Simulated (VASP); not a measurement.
Here is a VASP 6.6.1 calculation.

File INCAR:

```
SYSTEM = CdTe
  ALGO = Normal
  EDIFF = 1E-6
  ENCUT = 520
  GGA = PE
  ISIF = 2
  ISMEAR = -1
  LASPH = .True.
  LCHARG = .False.
  LREAL = .False.
  LWAVE = .False.
  NBANDS = 16
  NELM = 100
  PREC = Accurate
  SIGMA = 0.02
```

The input KPOINTS:

```
k-points
0
Gamma
  12 12 12
  0 0 0
```

Contents of POSCAR:

```
CdTe
1.0
    0.0000000000      3.1607953080      3.1607953080
    3.1607953080      0.0000000000      3.1607953080
    3.1607953080      3.1607953080      0.0000000000
Cd Te
1 1
Direct
    0.0000000000      0.0000000000      0.0000000000
    0.2500000000      0.2500000000      0.2500000000
```

Potentials or basis: VASP PAW PBE potentials, release 64 (Cd, Te).

The run is started by

```sh
$ cat potpaw_PBE.64/Cd/POTCAR potpaw_PBE.64/Te/POTCAR > POTCAR
$ mpirun -np 1 vasp_std > vasp.out
```

(1) Estimate the pressure.

(2) What does it give for the band gap on the k mesh?

Answers

(1) 6.9 GPa.

(2) 1.00 eV.

Caveat: the cell stands under pressure; spin-orbit coupling is left out, which moves the levels of the heavy elements.
